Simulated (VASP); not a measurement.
SnSe: single point with PBE+D3(BJ)

Crystal: SnSe.

```
Sn Se
1.0
     0.00000    3.05124    2.92919
     3.05124    0.00000    2.92919
     3.05124    3.05124    0.00000
Sn Se
1 1
Direct
  0.00000 0.00000 0.00000
  0.50000 0.50000 0.50000
```

This cell differs from its parent crystal: ratio of the length along z to the lengths across it x 0.96, volume and fractional coordinates fixed.

```json
{
  "Program": "VASP 6.6.1",
  "Task": "single point",
  "Functional": "PBE",
  "Dispersion": "D3(BJ)",
  "Potentials or basis": "VASP PAW PBE potentials, release 64 (Sn_d, Se)",
  "Cutoff": "520 eV",
  "k mesh": "12 × 12 × 12",
  "Occupations": "gaussian, width 0.05 eV",
  "Spin": "no spin polarisation",
  "Dipole correction": "no",
  "Further INCAR settings": "ALGO = Normal; EDIFF = 1e-06; NBANDS = 17"
}
```

The pressure is -0.8 GPa and the band gap on the k mesh is 0.31 eV (least direct gap 0.34 eV). The dispersion energy per atom is -0.353 eV.

Stress tensor (GPa, compression positive):
```
-2.64  0.00  0.00
 0.00 -2.64  0.00
 0.00  0.00  2.77
```

Levels at points of the mesh, in eV from the valence-band top:
```
           k point  band 7  band 8  band 9  band 10  band 11  band 12  band 13  band 14
(0.00, 0.00, 0.00)   -5.10   -2.51   -2.10    -2.10     3.96     3.96     4.95     5.73
(0.50, 0.00, 0.00)   -8.10   -2.03   -1.96    -0.06     0.57     1.10     1.34     8.20
(0.50, 0.50, 0.00)   -6.15   -5.57   -3.74    -3.74     2.90     5.17     5.17     6.31
(0.50, 0.00, 0.50)   -5.99   -5.49   -3.88    -3.42     3.03     4.88     5.75     5.90
```

It took 2.6 min on 1 thread of Intel Xeon 8259CL, on a shared host, peak memory 0.3 GiB.

Caveat: the stress differs along the axes, from -3 to 3 GPa; semilocal functionals underestimate gaps, and a narrow one can read as zero; spin-orbit coupling is left out, which moves the levels of the heavy elements. A k mesh can miss the band edges.
